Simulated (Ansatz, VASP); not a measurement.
## Two plane-wave programs on Sb

INCAR

```
SYSTEM = Sb
PREC = Accurate ; ENCUT = 520
EDIFF = 1E-6 ; ISMEAR = -1
SIGMA = 0.05 ; LREAL = .False.
LASPH = .True. ; NELM = 80
ALGO = Normal ; ISIF = 2
LWAVE = .False. ; LCHARG = .False.
GGA = PE ; NBANDS = 12
```

The input KPOINTS:

```
regular mesh
0
Gamma
  3 3 3
  0 0 0
```

POSCAR

```
Sb
1.0
    2.1542000000      1.2437279499      3.7580000000
   -2.1542000000      1.2437279499      3.7580000000
    0.0000000000     -2.4874558998      3.7580000000
Sb
2
Direct
    0.7665100000      0.7665100000      0.7665100000
    0.2334900000      0.2334900000      0.2334900000
```

input.yaml

```yaml
crystal:
  lattice:
    - [2.1542, 1.2437279499, 3.758]
    - [-2.1542, 1.2437279499, 3.758]
    - [0.0, -2.4874558998, 3.758]
  atoms:
    - { symbol: Sb, position: [0.76651, 0.76651, 0.76651] }
    - { symbol: Sb, position: [0.23349, 0.23349, 0.23349] }
hamiltonian:
  xc: pbe
  pseudopotentials: { kind: paw }
kpoints:
  mp_grid: { grid: [3, 3, 3] }
scf:
  occupations: { method: fermi_dirac, width: 0.05 }
output:
  forces: true
  stress: true
  eigenvalues: true
```

Alike in both runs: task single point; functional PBE; k mesh 3 × 3 × 3; occupations fermi-dirac, width 0.05 eV; no spin polarisation.

```csv
,VASP,Ansatz
version,VASP 6.6.1,Ansatz 0.2.0
potentials or method,"VASP PAW PBE potentials, release 64 (Sb)",Ansatz PAW
plane-wave cutoff (eV),520,420
valence electrons in the cell,10,30
```

```tsv
	VASP	Ansatz	Ansatz less VASP
gap on the k mesh at the Fermi level (eV)	1.29	1.28	-0.003
least direct gap on the mesh (eV)	1.32	1.31	-0.005
pressure (GPa)	3.5	3.5	-0.07
traceless stress, the component that is largest in VASP (GPa)	-1.47	-1.45	+0.027
rms of the force components (eV/Å)	0.051	0.065	+0.0134
```

Atom by atom the forces differ by 0.013 eV/Å (rms over components). VASP's potentials hold 10 valence electrons a cell and Ansatz's 30, so a difference there can come from the potentials and not from the codes.

The k mesh is coarse, so the values compare programs but aren't converged. Neither program's run includes spin-orbit coupling. Noted on Ansatz's run: odd divisions of the mesh miss points on the zone boundary, where band edges often lie, so the gap on the mesh can be too wide.
